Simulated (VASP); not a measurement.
# Al (Im-3m) in VASP: a series of runs

Runs on Al. Level: PBEsol. Tasks: single point, relaxation of cell and atoms.

All numbers are computed with VASP 6.6.1; they aren't measurements. Logs are shortened: lines on timing, memory, paths and dates and some standing lists are left out, and cuts for length are marked.

## Step 1: The cell of the first run

The structure is cubic, space group Im-3m (No. 229). Conventional cell: a = 3.214 Å, b = 3.214 Å, c = 3.214 Å, α = 90.00°, β = 90.00°, γ = 90.00°. Within 3.7 Å of Al (site symmetry m-3m) lie 14 Al at 2.78 to 3.21 Å.

## Step 2: Single point, PBEsol

File INCAR:

```
SYSTEM = Al
PREC     = Accurate       ! precision mode
ENCUT    = 520            ! plane-wave cutoff, eV
EDIFF    = 1E-7           ! SCF threshold, eV
ISMEAR   = -1             ! smearing method
SIGMA    = 0.1            ! smearing width, eV
LREAL    = .False.        ! projectors in reciprocal space
LASPH    = .True.         ! aspherical terms in the spheres
NELM     = 60             ! most SCF steps
ALGO     = Normal         ! electronic algorithm
ISIF     = 2              ! what is computed and relaxed
LWAVE    = .False.        ! write WAVECAR
LCHARG   = .False.        ! write CHGCAR
GGA      = PS             ! functional
NBANDS   = 8              ! bands
```

File KPOINTS:

```
regular mesh
0
Gamma
  15 15 15
  0 0 0
```

File POSCAR:

```
Al
1.0
   -1.6070768880      1.6070768880      1.6070768880
    1.6070768880     -1.6070768880      1.6070768880
    1.6070768880      1.6070768880     -1.6070768880
Al
1
Direct
    0.0000000000      0.0000000000      0.0000000000
```

Potentials or basis: VASP PAW PBE potentials, release 64 (Al).

Started as:

```bash
$ cat potpaw_PBE.64/Al/POTCAR > POTCAR
$ mpirun -np 1 vasp_std > vasp.out
```

OUTCAR:

```text
SYSTEM = Al
   PREC = Accurate
   ENCUT = 520
   EDIFF = 1E-7
   ISMEAR = -1
   LREAL = .False.
   LASPH = .True.
   NELM = 60
   ISIF = 2
   GGA = PS

 ion  position               nearest neighbor table
   1  0.000  0.000  0.000-

  LATTYP: Found a body centered cubic cell.
 ALAT       =     3.2141537760

  Lattice vectors:

 A1 = (  -1.6070768880,   1.6070768880,   1.6070768880)
 A2 = (   1.6070768880,  -1.6070768880,   1.6070768880)
 A3 = (   1.6070768880,   1.6070768880,  -1.6070768880)

Analysis of symmetry for initial positions (statically):
=====================================================================
 Subroutine PRICEL returns:
 Original cell was already a primitive cell.

 Routine SETGRP: Setting up the symmetry group for a
 body centered cubic supercell.

 Subroutine GETGRP returns: Found 48 space group operations
 (whereof 48 operations were pure point group operations)
 out of a pool of 48 trial point group operations.

The static configuration has the point symmetry O_h .

Analysis of symmetry for dynamics (positions and initial velocities):
=====================================================================
 Subroutine PRICEL returns:
 Original cell was already a primitive cell.

 Routine SETGRP: Setting up the symmetry group for a
 body centered cubic supercell.

 Subroutine GETGRP returns: Found 48 space group operations
 (whereof 48 operations were pure point group operations)
 out of a pool of 48 trial point group operations.

The dynamic configuration has the point symmetry O_h .

 Subroutine INISYM returns: Found 48 space group operations
 (whereof 48 operations are pure point group operations),
 and found     1 'primitive' translations

----------------------------------------------------------------------------------------

                                     Primitive cell

  volume of cell :      16.6024

  direct lattice vectors                    reciprocal lattice vectors
    -1.607076888  1.607076888  1.607076888     0.000000000  0.311123882  0.311123882
     1.607076888 -1.607076888  1.607076888     0.311123882  0.000000000  0.311123882
     1.607076888  1.607076888 -1.607076888     0.311123882  0.311123882  0.000000000

  length of vectors
     2.783538822  2.783538822  2.783538822     0.439995613  0.439995613  0.439995613

  position of ions in fractional coordinates (direct lattice)
     0.000000000  0.000000000  0.000000000

  ion indices of the primitive-cell ions
   primitive index   ion index
                 1           1

----------------------------------------------------------------------------------------

 KPOINTS: regular mesh

Automatic generation of k-mesh.
 Grid dimensions read from file:
 generate k-points for:   15   15   15

 Generating k-lattice:

  Cartesian coordinates                     Fractional coordinates (reciprocal lattice)
     0.000000000  0.020741592  0.020741592     0.066666667  0.000000000  0.000000000
     0.020741592  0.000000000  0.020741592     0.000000000  0.066666667  0.000000000
     0.020741592  0.020741592  0.000000000     0.000000000  0.000000000  0.066666667

  Length of vectors
     0.029333041  0.029333041  0.029333041

  Shift w.r.t. Gamma in fractional coordinates (k-lattice)
     0.000000000  0.000000000  0.000000000

 Subroutine IBZKPT returns following result:
 ===========================================

 Found    120 irreducible k-points:

 Following reciprocal coordinates:
            Coordinates               Weight
  0.000000  0.000000  0.000000      1.000000
  0.066667  0.000000  0.000000     12.000000
  0.133333  0.000000  0.000000     12.000000
  0.200000  0.000000  0.000000     12.000000
  0.266667  0.000000  0.000000     12.000000
  0.333333  0.000000  0.000000     12.000000
[... 16 lines left out ...]
  0.333333  0.200000 -0.000000     48.000000
  0.400000  0.200000 -0.000000     24.000000
 [... further k-points ...]
   k-points           NKPTS =    120   k-points in BZ     NKDIM =    120   number of bands    NBANDS=      8
   number of dos      NEDOS =    301   number of ions     NIONS =      1
   total plane-waves  NPLWV =  13824
   dimension x,y,z NGX =    24 NGY =   24 NGZ =   24
   dimension x,y,z NGXF=    48 NGYF=   48 NGZF=   48
   ions per type =               1
   NGX,Y,Z   is equivalent  to a cutoff of  14.33, 14.33, 14.33 a.u.
   NGXF,Y,Z  is equivalent  to a cutoff of  28.67, 28.67, 28.67 a.u.
 SYSTEM =  Al
   PREC   = accura    normal or accurate (medium, high low for compatibility)
   ISTART =      0    job   : 0-new  1-cont  2-samecut
   ICHARG =      2    charge: 1-file 2-atom 10-const
   ISPIN  =      1    spin polarized calculation?
   LNONCOLLINEAR =      F non collinear calculations
   LSORBIT =      F    spin-orbit coupling
   LASPH  =      T    aspherical Exc in radial PAW
   ENCUT  =  520.0 eV  38.22 Ry    6.18 a.u.   5.18  5.18  5.18*2*pi/ulx,y,z
   NELM   =     60;   NELMIN=  2; NELMDL= -5     # of ELM steps
   EDIFF  = 0.1E-06   stopping-criterion for ELM
   LREAL  =      F    real-space projection
   EDIFFG = 0.1E-05   stopping-criterion for IOM
   NSW    =      0    number of steps for IOM
   IBRION =     -1    ionic relax: 0-MD 1-quasi-New 2-CG
   NFREE  =      0    steps in history (QN), initial steepest desc. (CG)
   ISIF   =      2    stress and relaxation
   ISYM   =      2    0-nonsym 1-usesym 2-fastsym
   POTIM  = 0.5000    time-step for ionic-motion
   TEBEG  =    0.0;   TEEND  =   0.0 temperature during run
   PSTRESS=    0.0 pullay stress
   NELECT =       3.0000    total number of electrons
   NUPDOWN=      -1.0000    fix difference up-down
   EMIN   =  10.00;   EMAX   =-10.00  energy-range for DOS
   EFERMI =   0.00;   METHOD = LEGACY
   ISMEAR =    -1;   SIGMA  =   0.10  broadening in eV -4-tet -1-fermi 0-gaus
   EFERMI_NEDOS =   21; number of points for ismear=-14 and -15
   IALGO  =     38    algorithm
   IMIX   =      4    mixing-type and parameters
     AMIX     =   0.40;   BMIX     =  1.00
     AMIX_MAG =   1.60;   BMIX_MAG =  1.00
  volume/ion in A,a.u.               =      16.60       112.04
  Fermi-wavevector in a.u.,A,eV,Ry     =   0.925533  1.749004 11.654906  0.856611
  Thomas-Fermi vector in A             =   2.051398
   LORBIT       =      0    0 simple, 1 ext, 2 COOP (PROOUT), +10 PAW based schemes
   GGA     = PS    functional components
   LHFCALC =     F    Hartree Fock is set to
   AEXX    =    0.0000 exact exchange contribution
   IVDW    =     0    specifies the selected vdW correction
   LEPSILON=     F    determine dielectric tensor
   LRPA    =     F    only Hartree local field effects (RPA)
 non-spin polarized calculation
  energy-cutoff  :      520.00
  volume of cell :       16.60
 maximum number of plane-waves:       466
 NGX is ok and might be reduce to    24
   NGX = 11   NGY = 11   NGZ = 11

 number of electron       3.0000000 magnetization

 Free energy of the ion-electron system (eV)
  ---------------------------------------------------
  ext. energy  EPLUGINS =         0.00000000
  ---------------------------------------------------
  free energy    TOTEN  =        -4.00178224 eV

  energy without entropy =       -3.98764452  energy(sigma->0) =       -3.99471338

 E-fermi :   7.8809     XC(G=0): -10.2381

 val. band max:        7.8756113019   @ k =   0.2667   0.2667   0.0667
 cond. band min:       7.9358562956   @ k =   0.2667   0.2667   0.0000
 fundamental gap:      0.0602449937
 Fermi energy:         7.8809390396

 k-point     1 :       0.0000    0.0000    0.0000
  band No.  band energies     occupation
      1      -3.1969      2.00000
      2      21.0914      0.00000
      3      21.0914      0.00000
      4      21.0914      0.00000
      5      22.4745      0.00000
      6      22.4745      0.00000
      7      22.4745      0.00000
      8      24.1241      0.00000

 k-point     2 :       0.0667    0.0000    0.0000
  band No.  band energies     occupation
      1      -3.0695      2.00000
      2      19.5346      0.00000
      3      20.1879      0.00000
      4      20.5823      0.00000
      5      21.9662      0.00000
      6      23.0328      0.00000
      7      23.2177      0.00000
      8      23.5900      0.00000

 k-point     3 :       0.1333    0.0000    0.0000
  band No.  band energies     occupation
      1      -2.6881      2.00000
      2      16.8925      0.00000
      3      19.0232      0.00000
      4      19.5490      0.00000
      5      20.9653      0.00000
      6      22.0972      0.00000
      7      23.9281      0.00000
      8      24.4030      0.00000

 k-point     4 :       0.2000    0.0000    0.0000
  band No.  band energies     occupation
      1      -2.0547      2.00000
      2      14.1507      0.00000
      3      18.0237      0.00000
      4      18.4915      0.00000
      5      19.9717      0.00000
      6      21.2419      0.00000
      7      24.7788      0.00000
      8      24.8803      0.00000

 k-point     5 :       0.2667    0.0000    0.0000
  band No.  band energies     occupation
      1      -1.1726      2.00000
      2      11.5218      0.00000
      3      17.2206      0.00000
      4      17.5817      0.00000
      5      19.1318      0.00000
      6      20.5006      0.00000
      7      25.5595      0.00000
      8      25.7789      0.00000

 k-point     6 :       0.3333    0.0000    0.0000
  band No.  band energies     occupation
      1      -0.0464      2.00000
      2       9.0671      0.00001
      3      16.6188      0.00000
      4      16.8768      0.00000
      5      18.4876      0.00000
      6      19.9037      0.00000
      7      26.4189      0.00000
      8      26.9531      0.00000

 k-point     7 :       0.4000    0.0000    0.0000
  band No.  band energies     occupation
      1       1.3173      2.00000
      2       6.8122      1.99995
      3      16.2183      0.00000
      4      16.3992      0.00000
      5      18.0538      0.00000
      6      19.4858      0.00000
      7      27.4063      0.00000
      8      28.2674      0.00000
[... 133 lines left out ...]
 k-point    20 :       0.4000    0.1333    0.0000
  band No.  band energies     occupation
      1       3.2644      2.00000
      2       5.1447      2.00000
      3      12.2126      0.00000
      4      15.6806      0.00000
      5      19.6202      0.00000
      6      22.6918      0.00000
      7      26.4614      0.00000
      8      28.2369      0.00000

 k-point    21 :       0.2000    0.2000    0.0000
  band No.  band energies     occupation
      1       0.2027      2.00000
      2      10.7694      0.00000
      3      11.3600      0.00000
      4      16.2522      0.00000
      5      21.5338      0.00000
      6      21.9177      0.00000
      7      26.5557      0.00000
      8      26.7407      0.00000

 k-point    22 :       0.2667    0.2000    0.0000
  band No.  band energies     occupation
      1       1.4409      2.00000
      2       8.6732      0.00072
      3      10.5389      0.00000
      4      15.7205      0.00000
      5      21.2134      0.00000
      6      22.7547      0.00000
      7      26.2434      0.00000
      8      28.2723      0.00000

 k-point    23 :       0.3333    0.2000   -0.0000
  band No.  band energies     occupation
      1       2.9089      2.00000
      2       6.5643      2.00000
      3      10.1657      0.00000
      4      15.3955      0.00000
      5      20.9155      0.00000
      6      23.8064      0.00000
      7      25.8695      0.00000
      8      28.1648      0.00000

 k-point    24 :       0.4000    0.2000   -0.0000
  band No.  band energies     occupation
      1       4.3884      2.00000
      2       4.8674      2.00000
      3      10.0441      0.00000
      4      15.2864      0.00000
      5      20.8124      0.00000
      6      24.4515      0.00000
      7      25.5960      0.00000
      8      27.7343      0.00000

 [... further k-points ...]
[... 5 lines left out ...]
  --------------------------------------------------------------------------------------
  -------------------------------------------------------------------------------------
  Total       -0.0062101     -0.0062101     -0.0062101      0.0000000      0.0000000      0.0000000
  in kB       -0.5992946     -0.5992946     -0.5992946      0.0000000      0.0000000      0.0000000
  external PRESSURE =      -0.5992946 kB  Pullay stress =       0.0000000 kB

 VOLUME and BASIS-vectors are now :
 -----------------------------------------------------------------------------
  energy-cutoff  :      520.00
  volume of cell :       16.60
      direct lattice vectors                 reciprocal lattice vectors
    -1.607076888  1.607076888  1.607076888     0.000000000  0.311123882  0.311123882
     1.607076888 -1.607076888  1.607076888     0.311123882  0.000000000  0.311123882
     1.607076888  1.607076888 -1.607076888     0.311123882  0.311123882  0.000000000

 POSITION                                       TOTAL-FORCE (eV/Angst)
 -----------------------------------------------------------------------------------
      0.00000      0.00000      0.00000         0.000000      0.000000      0.000000
 -----------------------------------------------------------------------------------
    total drift:                                0.000000      0.000000      0.000000

  FREE ENERGIE OF THE ION-ELECTRON SYSTEM (eV)
  ---------------------------------------------------
  free  energy   TOTEN  =        -4.0017822410 eV

  energy  without entropy=       -3.9876445224  energy(sigma->0) =       -3.99471338
```

Wall time 17 s (1 thread of Intel Xeon Platinum 8375C at 2.90GHz (Ice Lake), shared host); peak memory 0.13 GiB.

Results:

```yaml
Free_energy: -4.0018 eV
Pressure: -0.1 GPa
```

Levels at points of the mesh, in eV from the Fermi level:
| k point | band 1 | band 2 | band 3 | band 4 | band 5 |
| --- | --- | --- | --- | --- | --- |
| (0.00, 0.00, 0.00) | -11.08 | 13.21 | 13.21 | 13.21 | 14.59 |

Caveat: the PAW data sets were made with another functional, which shifts forces and pressure a little.

## Step 3: Single point, PBEsol (volume scaled by 1.08)

File INCAR:

```
PREC = Accurate ; ENCUT = 520
EDIFF = 1E-7 ; ISMEAR = -1
SIGMA = 0.1 ; LREAL = False
LASPH = True ; NELM = 80
ALGO = Normal ; ISIF = 2
LWAVE = False ; LCHARG = False
GGA = PS ; NBANDS = 8
```

File KPOINTS:

```
Automatic mesh
0
Gamma
  15 15 15
```

File POSCAR:

```
Al
1.0
   -1.6488376938      1.6488376938      1.6488376938
    1.6488376938     -1.6488376938      1.6488376938
    1.6488376938      1.6488376938     -1.6488376938
Al
1
Direct
    0.0000000000      0.0000000000      0.0000000000
```

Potentials or basis: VASP PAW PBE potentials, release 64 (Al).

Started as:

```bash
$ cat potpaw_PBE.64/Al/POTCAR > POTCAR
$ mpirun -np 1 vasp_std > vasp.out
```

It took 17 s on 1 thread of Intel Xeon Platinum 8375C at 2.90GHz (Ice Lake), shared host; peak memory 0.13 GiB.

The run converged. Its results:

```
Free energy : -3.9804 eV
Pressure    : -4.8 GPa
```

Levels at points of the mesh, in eV from the Fermi level:
```tsv
k point	band 1	band 2	band 3	band 4	band 5	band 6
(0.00, 0.00, 0.00)	-10.54	12.77	12.77	12.77	13.53	13.53
```

Caveat: the PAW data sets were made with another functional, which shifts forces and pressure a little.

## Step 4: Relaxation of cell and atoms, PBEsol

File INCAR:

```
SYSTEM = Al
PREC = Accurate
ENCUT = 600
EDIFF = 1E-6
ISMEAR = -1
SIGMA = 0.1
LREAL = .False.
LASPH = .True.
NELM = 80
ALGO = Normal
ISIF = 3
LWAVE = .False.
LCHARG = .False.
GGA = PS
IBRION = 2
NSW = 80
EDIFFG = -0.01
```

File KPOINTS:

```
regular mesh
0
Gamma
  14 14 14
  0 0 0
```

File POSCAR:

```
Al
1.0
   -1.6070768880      1.6070768880      1.6070768880
    1.6070768880     -1.6070768880      1.6070768880
    1.6070768880      1.6070768880     -1.6070768880
Al
1
Direct
    0.0000000000      0.0000000000      0.0000000000
```

Started as:

```bash
$ cat potpaw_PBE.64/Al/POTCAR > POTCAR
$ mpirun -np 1 vasp_std > vasp.out
```

Wall time 8.8 s (1 thread of Intel Xeon Platinum 8375C at 2.90GHz (Ice Lake), shared host); peak memory 0.13 GiB.

It converged, with:

| Quantity | Value |
| --- | --- |
| Free energy | -4.0047 eV |
| Pressure after relaxing | 0.1 GPa |

Final structure:
```xyz
1
Lattice="-1.6071 1.6071 1.6071 1.6071 -1.6071 1.6071 1.6071 1.6071 -1.6071" Properties=species:S:1:pos:R:3 pbc="T T T"
Al    0.0000    0.0000    0.0000
```

Levels at points of the mesh, in eV from the Fermi level:
```tsv
k point	band 1	band 2	band 3	band 4
(0.00, 0.00, 0.00)	-11.09	13.20	13.20	13.20
(0.50, 0.00, 0.00)	-4.30	-3.85	8.10	8.24
(0.50, 0.50, 0.50)	1.85	1.85	1.85	2.98
```

Caveat: the relaxation stopped at its first step, so nothing moved; the PAW data sets were made with another functional, which shifts forces and pressure a little.

## Step 5: Overview

| task | cell | k mesh | cutoff (eV) | gap on the mesh (eV) | pressure (GPa) |
| --- | --- | --- | --- | --- | --- |
| single point | a = 2.784 Å, angles 109.5°, 1 atom | 15 × 15 × 15 | 520 | none | -0.1 |
| single point | a = 2.856 Å, angles 109.5°, 1 atom | 15 × 15 × 15 | 520 | none | -4.8 |
| relaxation of cell and atoms | relaxed from a = 2.784 Å, angles 109.5°, 1 atom | 14 × 14 × 14 | 600 | none | 0.1 |

Alike in all rows: level PBEsol; potentials or basis VASP PAW PBE potentials, release 64 (Al); no spin polarisation; smearing fermi-dirac 0.1 eV.

Caveats: the PAW data sets were made with another functional, which shifts forces and pressure a little; the relaxation stopped at its first step, so nothing moved (some runs).

Total energies depend on the potentials used, so only differences within one code and one set of settings carry meaning.
